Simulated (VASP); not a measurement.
NaI: vibrations by perturbation theory with LDA

NaI:

```xyz
2
Lattice="0.0000 3.0923 3.0923 3.0923 0.0000 3.0923 3.0923 3.0923 0.0000" Properties=species:S:1:pos:R:3 pbc="T T T"
Na    0.0000    0.0000    0.0000
I     3.0923    3.0923    3.0923
```

```
Program                : VASP 6.6.1
Task                   : vibrations by perturbation theory
Functional             : LDA
Potentials or basis    : VASP PAW LDA potentials, release 64 (Na_pv, I)
Cutoff                 : 520 eV
k mesh                 : 6 × 6 × 6
Occupations            : gaussian, width 0.01 eV
Spin                   : no spin polarisation
Dipole correction      : no
Further INCAR settings : ALGO = Normal; EDIFF = 1e-08; NBANDS = 14; IBRION = 8; NSW = 1
```

The electronic dielectric tensor (diagonal) is 3.72. The born charges (mean of the diagonal) is Na +1.15; I -1.15 e and the highest phonon frequency at Γ, LO-TO splitting left out is 144 cm⁻¹.

Phonon frequencies in cm⁻¹ (negative: imaginary):
```csv
q point,frequencies
"(0.000, 0.000, 0.000)",0 0 0 144 144 144
```

Electronic dielectric tensor:
```
3.72 0.00 0.00
0.00 3.72 0.00
0.00 0.00 3.72
```

Born effective charge tensors (e):
atom 1, Na
```
1.15 0.00 0.00
0.00 1.15 0.00
0.00 0.00 1.15
```
atom 2, I
```
-1.15  0.00  0.00
 0.00 -1.15  0.00
 0.00  0.00 -1.15
```

Wall time 5.5 min on 1 thread of AMD EPYC 7R13 Processor (Zen 3), on a shared host, peak memory 0.23 GiB.
